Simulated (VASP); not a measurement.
## SrMg3O4: single point with PBEsol

Crystal: SrMg3O4.

```
CELL_PARAMETERS angstrom
3.30150 0.00000 0.00000
0.00000 3.30150 0.00000
0.00000 0.00000 8.97961
ATOMIC_POSITIONS crystal
Sr 0.00000 0.00000 0.00000
Mg 0.50000 0.50000 0.72765
Mg 0.00000 0.00000 0.50000
Mg 0.50000 0.50000 0.27235
O 0.00000 0.00000 0.27498
O 0.50000 0.50000 0.00000
O 0.00000 0.00000 0.72502
O 0.50000 0.50000 0.50000
```

| Property | Result |
| --- | --- |
| Program | VASP 6.6.1 |
| Task | single point |
| Functional | PBEsol |
| Potentials or basis | VASP PAW PBE potentials, release 64 (Sr_sv, Mg, O) |
| Cutoff | 520 eV |
| k mesh | 6 × 6 × 2 |
| Occupations | gaussian, width 0.1 eV |
| Spin | no spin polarisation |
| Dipole correction | no |
| Further INCAR settings | ALGO = Normal; EDIFF = 1e-06; NBANDS = 30 |

```json
{
  "Pressure": "-4.3 GPa",
  "Largest force": "0.116 eV/Å",
  "Band gap on the k mesh": "2.07 eV, indirect (least direct gap 2.26 eV)"
}
```

Forces on the atoms (eV/Å):
```
Sr   0.000  0.000  0.000
Mg   0.000  0.000 -0.116
Mg   0.000  0.000  0.000
Mg   0.000  0.000  0.116
O    0.000  0.000  0.050
O    0.000  0.000  0.000
O    0.000  0.000 -0.050
O    0.000  0.000  0.000
```

Stress tensor (GPa, compression positive):
```
-4.03  0.00  0.00
 0.00 -4.03  0.00
 0.00  0.00 -4.71
```

Levels at points of the mesh, in eV from the valence-band top:
```
           k point  band 18  band 19  band 20  band 21  band 22  band 23
(0.00, 0.00, 0.00)    -0.93    -0.19    -0.19     2.07     4.00     4.74
(0.50, 0.00, 0.00)    -1.43    -1.39    -1.35     5.78     6.12     6.23
(0.50, 0.50, 0.00)    -1.44     0.00     0.00     4.83     4.83     5.94
(0.00, 0.00, 0.50)    -0.97    -0.20    -0.20     3.18     3.28     4.01
(0.50, 0.00, 0.50)    -1.42    -1.39    -1.16     5.75     6.08     6.26
(0.50, 0.50, 0.50)    -1.79    -0.01    -0.01     4.94     4.94     6.43
```

Run time: 56 s on 1 thread of Intel(R) Xeon(R) Platinum 8488C (Sapphire Rapids), on a shared host, peak memory 0.24 GiB.

Caveat: the PAW data sets were made with another functional, which shifts forces and pressure a little. A k mesh can miss the band edges.
